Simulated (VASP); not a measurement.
# WSe2: single point with PBE+D3(BJ)

The system is WSe2, a slab with vacuum.

```
W Se
1.0
     3.31794    0.00000    0.00000
    -1.65897    2.74411    0.00000
     0.00000    0.00000   16.65814
W Se
1 2
Direct
  0.00000 0.00000 0.00000
  0.33333 0.66667 0.09979
  0.33333 0.66667 0.90021
```

This cell differs from its parent crystal: strain -0.0450 x Voigt [0, 1, 0, 0, 0, 0].

| Property | Result |
| --- | --- |
| Program | VASP 6.6.1 |
| Task | single point |
| Functional | PBE |
| Dispersion | D3(BJ) |
| Potentials or basis | VASP PAW PBE potentials, release 64 (W_sv, Se) |
| Cutoff | 520 eV |
| k mesh | 9 × 9 × 2 |
| Occupations | gaussian, width 0.05 eV |
| Spin | no spin polarisation |

```json
{"Largest force": "0.804 eV/Å", "Band gap on the k mesh": "1.76 eV", "Dispersion energy per atom": "-0.350 eV"}
```

Forces in eV/Å, atoms in the order of the input:
```
W    0.000 -0.449  0.000
Se   0.000  0.225  0.772
Se   0.000  0.225 -0.772
```

Levels at points of the mesh, in eV from the valence-band top:
| k point | band 9 | band 10 | band 11 | band 12 | band 13 | band 14 | band 15 | band 16 | band 17 | band 18 |
| --- | --- | --- | --- | --- | --- | --- | --- | --- | --- | --- |
| (0.00, 0.00, 0.00) | -2.33 | -2.10 | -1.28 | -1.08 | -0.46 | 2.93 | 3.16 | 3.37 | 3.56 | 4.31 |
| (0.00, 0.00, 0.50) | -2.33 | -2.10 | -1.28 | -1.08 | -0.46 | 2.93 | 3.16 | 3.37 | 3.56 | 4.42 |

Wall time 88 s on 1 thread of Intel(R) Xeon(R) 6975P-C (Granite Rapids), with other jobs on the host, peak memory 0.36 GiB.

Caveat: the cell differs from its parent crystal (strain -0.0450 x Voigt [0, 1, 0, 0, 0, 0]); spin-orbit coupling is left out, which moves the levels of the heavy elements.
